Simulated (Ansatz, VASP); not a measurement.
Two plane-wave programs on Ti3Al7

```
CELL_PARAMETERS angstrom
3.84535 0.00000 0.00000
0.00000 3.84535 0.00000
0.00000 0.00000 23.62281
ATOMIC_POSITIONS crystal
Ti 0.50000 0.50000 0.31932
Ti 0.00000 0.00000 0.50000
Ti 0.50000 0.50000 0.68068
Al 0.00000 0.00000 0.31432
Al 0.00000 0.50000 0.40772
Al 0.50000 0.00000 0.40772
Al 0.50000 0.50000 0.50000
Al 0.50000 0.00000 0.59228
Al 0.00000 0.50000 0.59228
Al 0.00000 0.00000 0.68568
```

Alike in both runs: functional PBE; k mesh 9 × 9 × 1; occupations gaussian, width 0.1 eV; no spin polarisation.

Ansatz relaxed the structure, and its values are those at the end. VASP's run is a single point on that final structure, the one shown.

|  | VASP | Ansatz |
| --- | --- | --- |
| version | VASP 6.6.1 | Ansatz 0.2.0 |
| potentials or method | VASP PAW PBE potentials, release 64 (Ti_sv, Al), cutoff 520 eV | scalar-relativistic, plane waves, PAW |
| valence electrons in the cell | 57 | 57 |

|  | VASP | Ansatz | Ansatz less VASP |
| --- | --- | --- | --- |
| gap on the k mesh at the Fermi level (eV) | none | none | - |
| work function, face that differs most (eV) | 4.23 | 4.23 | -0.001 |

A gap of «none» marks a metal or a gap that the smearing closes. Ansatz's warnings: xc potential rough in thin density.
